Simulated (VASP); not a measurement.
# Ag (P6_3/mmc) in VASP: further runs

The runs below take Ag through single point, relaxation of cell and atoms, with PBE.

Everything below comes from runs of VASP 6.6.1. Logs are shortened: lines on timing, memory, paths and dates and some standing lists are left out, and cuts for length are marked.

**1. The cell of the first run**

It takes space group P6_3/mmc (No. 194, hexagonal). Conventional cell: a = 2.937 Å, b = 2.937 Å, c = 9.566 Å, α = 90.00°, β = 90.00°, γ = 120.00°. Ag (site symmetry -3m) has 12 Ag at 2.93 to 2.94 Å within 3.9 Å. Ag (site symmetry -6m2) has 12 Ag at 2.93 to 2.94 Å within 3.9 Å.

This isn't the form of Ag at room conditions, which is fcc.

**2. Single point, PBE**

Input file INCAR:

```
SYSTEM = Ag
  PREC = Accurate
  ENCUT = 520
  EDIFF = 1E-7
  ISMEAR = 0
  SIGMA = 0.1
  LREAL = .False.
  LASPH = .True.
  NELM = 80
  ALGO = Fast
  ISIF = 2
  LWAVE = .False.
  LCHARG = .True.
  GGA = PE
  LELF = .True.
  LVHAR = .True.
  NBANDS = 30
```

Input file KPOINTS:

```
Automatic mesh
0
Gamma
  18 18 5
  0 0 0
```

Input file POSCAR:

```
Ag
1.0
    2.9366245602      0.0000000000      0.0000000000
   -1.4683122801      2.5431914705      0.0000000000
    0.0000000000      0.0000000000      9.5660457128
Ag
4
Direct
    0.0000000000      0.0000000000      0.0000000000
    0.3333333333      0.6666666667      0.2500000000
    0.0000000000      0.0000000000      0.5000000000
    0.6666666667      0.3333333333      0.7500000000
```

Potentials or basis: VASP PAW PBE potentials, release 64 (Ag).

The run is started by

```
> cat potpaw_PBE.64/Ag/POTCAR > POTCAR
> mpirun -np 1 vasp_std > vasp.out
```

OUTCAR:

```text
SYSTEM = Ag
   PREC = Accurate
   ENCUT = 520
   EDIFF = 1E-7
   ISMEAR = 0
   LREAL = .False.
   LASPH = .True.
   NELM = 80
   ISIF = 2
   GGA = PE

 ion  position               nearest neighbor table
   1  0.000  0.000  0.000-   2 2.93   4 2.93   2 2.93   4 2.93   4 2.93   2 2.93
   2  0.333  0.667  0.250-   1 2.93   3 2.93   1 2.93   3 2.93   1 2.93   3 2.93
   3  0.000  0.000  0.500-   2 2.93   4 2.93   2 2.93   4 2.93   4 2.93   2 2.93
   4  0.667  0.333  0.750-   1 2.93   3 2.93   1 2.93   3 2.93   1 2.93   3 2.93

  LATTYP: Found a hexagonal cell.
 ALAT       =     2.9366245602
 C/A-ratio  =     3.2574970061

  Lattice vectors:

 A1 = (   2.9366245602,   0.0000000000,   0.0000000000)
 A2 = (  -1.4683122801,   2.5431914705,   0.0000000000)
 A3 = (   0.0000000000,   0.0000000000,   9.5660457128)

Analysis of symmetry for initial positions (statically):
=====================================================================
 Subroutine PRICEL returns:
 Original cell was already a primitive cell.

 Routine SETGRP: Setting up the symmetry group for a
 hexagonal supercell.

 Subroutine GETGRP returns: Found 24 space group operations
 (whereof 12 operations were pure point group operations)
 out of a pool of 24 trial point group operations.

The static configuration has the point symmetry D_3d.
 The point group associated with its full space group is D_6h.

Analysis of symmetry for dynamics (positions and initial velocities):
=====================================================================
 Subroutine PRICEL returns:
 Original cell was already a primitive cell.

 Routine SETGRP: Setting up the symmetry group for a
 hexagonal supercell.

 Subroutine GETGRP returns: Found 24 space group operations
 (whereof 12 operations were pure point group operations)
 out of a pool of 24 trial point group operations.

The dynamic configuration has the point symmetry D_3d.
 The point group associated with its full space group is D_6h.

 Subroutine INISYM returns: Found 24 space group operations
 (whereof 12 operations are pure point group operations),
 and found     1 'primitive' translations

----------------------------------------------------------------------------------------

                                     Primitive cell

  volume of cell :      71.4430

  direct lattice vectors                    reciprocal lattice vectors
     2.936624560  0.000000000  0.000000000     0.340527016  0.196603365  0.000000000
    -1.468312280  2.543191471  0.000000000     0.000000000  0.393206729  0.000000000
     0.000000000  0.000000000  9.566045713     0.000000000  0.000000000  0.104536402

  length of vectors
     2.936624560  2.936624560  9.566045713     0.393206729  0.393206729  0.104536402

  position of ions in fractional coordinates (direct lattice)
     0.000000000  0.000000000  0.000000000
     0.333333333  0.666666667  0.250000000
     0.000000000  0.000000000  0.500000000
     0.666666667  0.333333333  0.750000000

  ion indices of the primitive-cell ions
   primitive index   ion index
                 1           1
                 2           2
                 3           3
                 4           4

----------------------------------------------------------------------------------------

 KPOINTS: Automatic mesh

Automatic generation of k-mesh.
 Grid dimensions read from file:
 generate k-points for:   18   18    5

 Generating k-lattice:

  Cartesian coordinates                     Fractional coordinates (reciprocal lattice)
     0.018918168  0.010922409  0.000000000     0.055555556  0.000000000  0.000000000
     0.000000000  0.021844818  0.000000000     0.000000000  0.055555556  0.000000000
     0.000000000  0.000000000  0.020907280     0.000000000  0.000000000  0.200000000

  Length of vectors
     0.021844818  0.021844818  0.020907280

  Shift w.r.t. Gamma in fractional coordinates (k-lattice)
     0.000000000  0.000000000  0.000000000

 Subroutine IBZKPT returns following result:
 ===========================================

 Found    111 irreducible k-points:

 Following reciprocal coordinates:
            Coordinates               Weight
  0.000000  0.000000  0.000000      1.000000
  0.055556  0.000000  0.000000      6.000000
  0.111111  0.000000  0.000000      6.000000
  0.166667  0.000000  0.000000      6.000000
  0.222222  0.000000  0.000000      6.000000
  0.277778  0.000000  0.000000      6.000000
[... 16 lines left out ...]
  0.333333  0.111111  0.000000     12.000000
  0.388889  0.111111  0.000000     12.000000
 [... further k-points ...]
   k-points           NKPTS =    111   k-points in BZ     NKDIM =    111   number of bands    NBANDS=     30
   number of dos      NEDOS =    301   number of ions     NIONS =      4
   total plane-waves  NPLWV =  41472
   dimension x,y,z NGX =    24 NGY =   24 NGZ =   72
   dimension x,y,z NGXF=    48 NGYF=   48 NGZF=  144
   ions per type =               4
   NGX,Y,Z   is equivalent  to a cutoff of  13.59, 13.59, 12.51 a.u.
   NGXF,Y,Z  is equivalent  to a cutoff of  27.17, 27.17, 25.03 a.u.
 SYSTEM =  Ag
   PREC   = accura    normal or accurate (medium, high low for compatibility)
   ISTART =      0    job   : 0-new  1-cont  2-samecut
   ICHARG =      2    charge: 1-file 2-atom 10-const
   ISPIN  =      1    spin polarized calculation?
   LNONCOLLINEAR =      F non collinear calculations
   LSORBIT =      F    spin-orbit coupling
   LASPH  =      T    aspherical Exc in radial PAW
   ENCUT  =  520.0 eV  38.22 Ry    6.18 a.u.   5.46  5.46 17.79*2*pi/ulx,y,z
   NELM   =     80;   NELMIN=  2; NELMDL= -5     # of ELM steps
   EDIFF  = 0.1E-06   stopping-criterion for ELM
   LREAL  =      F    real-space projection
   EDIFFG = 0.1E-05   stopping-criterion for IOM
   NSW    =      0    number of steps for IOM
   IBRION =     -1    ionic relax: 0-MD 1-quasi-New 2-CG
   NFREE  =      0    steps in history (QN), initial steepest desc. (CG)
   ISIF   =      2    stress and relaxation
   ISYM   =      2    0-nonsym 1-usesym 2-fastsym
   POTIM  = 0.5000    time-step for ionic-motion
   TEBEG  =    0.0;   TEEND  =   0.0 temperature during run
   PSTRESS=    0.0 pullay stress
   NELECT =      44.0000    total number of electrons
   NUPDOWN=      -1.0000    fix difference up-down
   EMIN   =  10.00;   EMAX   =-10.00  energy-range for DOS
   EFERMI =   0.00;   METHOD = LEGACY
   ISMEAR =     0;   SIGMA  =   0.10  broadening in eV -4-tet -1-fermi 0-gaus
   EFERMI_NEDOS =   21; number of points for ismear=-14 and -15
   IALGO  =     68    algorithm
   IMIX   =      4    mixing-type and parameters
     AMIX     =   0.40;   BMIX     =  1.00
     AMIX_MAG =   1.60;   BMIX_MAG =  1.00
  volume/ion in A,a.u.               =      17.86       120.53
  Fermi-wavevector in a.u.,A,eV,Ry     =   1.392854  2.632113 26.395896  1.940044
  Thomas-Fermi vector in A             =   2.516557
   LORBIT       =      0    0 simple, 1 ext, 2 COOP (PROOUT), +10 PAW based schemes
   GGA     = PE    functional components
   LHFCALC =     F    Hartree Fock is set to
   AEXX    =    0.0000 exact exchange contribution
   IVDW    =     0    specifies the selected vdW correction
   LEPSILON=     F    determine dielectric tensor
   LRPA    =     F    only Hartree local field effects (RPA)
 non-spin polarized calculation
 RMM-DIIS sequential band-by-band and
 Gauss-broadening in eV      SIGMA  =   0.10
  energy-cutoff  :      520.00
  volume of cell :       71.44
 maximum number of plane-waves:      1966
 NGX is ok and might be reduce to    24
   NGX = 11   NGY = 11   NGZ = 35

 number of electron      44.0000012 magnetization

 Free energy of the ion-electron system (eV)
  ---------------------------------------------------
  ext. energy  EPLUGINS =         0.00000000
  ---------------------------------------------------
  free energy    TOTEN  =       -10.86376776 eV

  energy without entropy =      -10.85633121  energy(sigma->0) =      -10.86004948

 E-fermi :   7.7884     XC(G=0): -11.9340

 val. band max:        7.7871593746   @ k =   0.4444   0.0556   0.4000
 cond. band min:       7.7907159911   @ k =   0.0556   0.0000   0.0000
 fundamental gap:      0.0035566165
 Fermi energy:         7.7883674375

 k-point     1 :       0.0000    0.0000    0.0000
  band No.  band energies     occupation
      1       0.3686      2.00000
      2       1.6892      2.00000
      3       1.7010      2.00000
      4       1.7054      2.00000
      5       3.1460      2.00000
      6       3.1460      2.00000
[... 22 lines left out ...]
     29      23.3768      0.00000
     30      24.1979      0.00000

 k-point     2 :       0.0556    0.0000    0.0000
  band No.  band energies     occupation
      1       0.4513      2.00000
      2       1.7379      2.00000
      3       1.7728      2.00000
      4       1.7760      2.00000
      5       3.1024      2.00000
      6       3.1228      2.00000
[... 22 lines left out ...]
     29      23.3186      0.00000
     30      23.8040      0.00000

 k-point     3 :       0.1111    0.0000    0.0000
  band No.  band energies     occupation
      1       0.6924      2.00000
      2       1.8704      2.00000
      3       1.9716      2.00000
      4       1.9724      2.00000
      5       2.9382      2.00000
      6       3.0548      2.00000
[... 22 lines left out ...]
     29      22.8011      0.00000
     30      22.8834      0.00000

 k-point     4 :       0.1667    0.0000    0.0000
  band No.  band energies     occupation
      1       1.0658      2.00000
      2       2.0315      2.00000
      3       2.2197      2.00000
      4       2.2334      2.00000
      5       2.7300      2.00000
      6       2.8731      2.00000
[... 22 lines left out ...]
     29      21.3330      0.00000
     30      21.3502      0.00000

 k-point     5 :       0.2222    0.0000    0.0000
  band No.  band energies     occupation
      1       1.5005      2.00000
      2       2.1079      2.00000
      3       2.2970      2.00000
      4       2.3966      2.00000
      5       2.6108      2.00000
      6       2.6928      2.00000
[... 22 lines left out ...]
     29      19.5638      0.00000
     30      19.8150      0.00000
[... 526 lines left out ...]
     29      18.2813      0.00000
     30      20.0729      0.00000

 k-point    22 :       0.2778    0.1111    0.0000
  band No.  band energies     occupation
      1       1.9873      2.00000
      2       2.0633      2.00000
      3       2.1220      2.00000
      4       2.5218      2.00000
      5       2.5290      2.00000
      6       2.5942      2.00000
[... 22 lines left out ...]
     29      17.5457      0.00000
     30      19.6632      0.00000

 k-point    23 :       0.3333    0.1111    0.0000
  band No.  band energies     occupation
      1       1.9003      2.00000
      2       1.9100      2.00000
      3       2.0100      2.00000
      4       2.4237      2.00000
      5       2.4510      2.00000
      6       2.6716      2.00000
[... 22 lines left out ...]
     29      16.9743      0.00000
     30      18.9277      0.00000

 k-point    24 :       0.3889    0.1111    0.0000
  band No.  band energies     occupation
      1       1.8119      2.00000
      2       1.8394      2.00000
      3       1.9348      2.00000
      4       2.3477      2.00000
      5       2.3961      2.00000
      6       2.6384      2.00000
[... 22 lines left out ...]
     29      16.5687      0.00000
     30      17.4902      0.00000

 [... further k-points ...]
[... 5 lines left out ...]
  --------------------------------------------------------------------------------------
  -------------------------------------------------------------------------------------
  Total       -0.0408555     -0.0408555     -0.0512350      0.0000000      0.0000000      0.0000000
  in kB       -0.9162230     -0.9162230     -1.1489936      0.0000000      0.0000000      0.0000000
  external PRESSURE =      -0.9938132 kB  Pullay stress =       0.0000000 kB

 VOLUME and BASIS-vectors are now :
 -----------------------------------------------------------------------------
  energy-cutoff  :      520.00
  volume of cell :       71.44
      direct lattice vectors                 reciprocal lattice vectors
     2.936624560  0.000000000  0.000000000     0.340527016  0.196603365  0.000000000
    -1.468312280  2.543191471  0.000000000     0.000000000  0.393206729  0.000000000
     0.000000000  0.000000000  9.566045713     0.000000000  0.000000000  0.104536402

 POSITION                                       TOTAL-FORCE (eV/Angst)
 -----------------------------------------------------------------------------------
      0.00000      0.00000      0.00000         0.000000      0.000000     -0.000000
     -0.00000      1.69546      2.39151        -0.000000      0.000000      0.000000
      0.00000      0.00000      4.78302         0.000000      0.000000     -0.000000
      1.46831      0.84773      7.17453         0.000000     -0.000000     -0.000000
 -----------------------------------------------------------------------------------
    total drift:                               -0.000000      0.000000      0.000000

  FREE ENERGIE OF THE ION-ELECTRON SYSTEM (eV)
  ---------------------------------------------------
  free  energy   TOTEN  =       -10.8637677615 eV

  energy  without entropy=      -10.8563312056  energy(sigma->0) =      -10.86004948
```

Wall time 5 min (1 thread of Intel Xeon 8259CL, shared host); peak memory 0.31 GiB.

Results:

| Property | Result |
| --- | --- |
| Free energy | -10.8638 eV |
| Pressure | -0.1 GPa |
| Band gap on the k mesh | zero (bands 22 and 23 overlap by 6.34 eV) |

Levels at points of the mesh, in eV from the Fermi level:
```tsv
k point	band 19	band 20	band 21	band 22	band 23	band 24	band 25	band 26
(0.00, 0.00, 0.00)	-3.56	-3.36	-3.36	-2.99	-2.99	-0.24	3.40	10.86
(0.50, 0.00, 0.00)	-2.82	-2.79	-0.09	0.82	0.97	1.51	4.07	4.15
```

[end of part 1 of 2]

The gap in the log of VASP goes by the Fermi energy; the results here count the filled bands.